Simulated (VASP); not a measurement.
KI, 2 atoms in the cell. The structure is cubic, space group F-43m (No. 216). The conventional cell has a = 7.932 Å, b = 7.932 Å, c = 7.932 Å, α = 90.00°, β = 90.00°, γ = 90.00°. K (site symmetry -43m) has 4 I at 3.43 Å within 4.5 Å. Within 4.5 Å of I (site symmetry -43m) lie 4 K at 3.43 Å. 

```yaml
Program: VASP 6.6.1
Task: single point
Functional: HSE06
Potentials_or_basis: VASP PAW PBE potentials, release 64 (K_sv, I)
Cutoff: 520 eV
k_mesh: 4 × 4 × 4
Occupations: gaussian, width 0.01 eV
Spin: no spin polarisation
Dipole_correction: no
Grid_for_exact_exchange_PRECFOCK: Normal
Further_INCAR_settings: ALGO = Normal; EDIFF = 1e-07; NBANDS = 15
Share_of_exact_exchange: 0.25
Screening_parameter: 0.2079 1/Å
```

Potentials or basis: VASP PAW PBE potentials, release 64 (K_sv, I).

The run is started by

```sh
$ cat potpaw_PBE.64/K_sv/POTCAR potpaw_PBE.64/I/POTCAR > POTCAR
$ cp INCAR.step1 INCAR
$ mpirun -np 1 vasp_std > vasp.out
$ cp INCAR.step2 INCAR
$ mpirun -np 1 vasp_std > vasp.out
```

Hardware: 1 thread of AMD EPYC 7571 (shared host).

Question: Estimate the wall time of this run.

Answer: Wall time 22 min on 1 thread of AMD EPYC 7571, on a shared host, peak memory 0.35 GiB. Counts: k points 8.
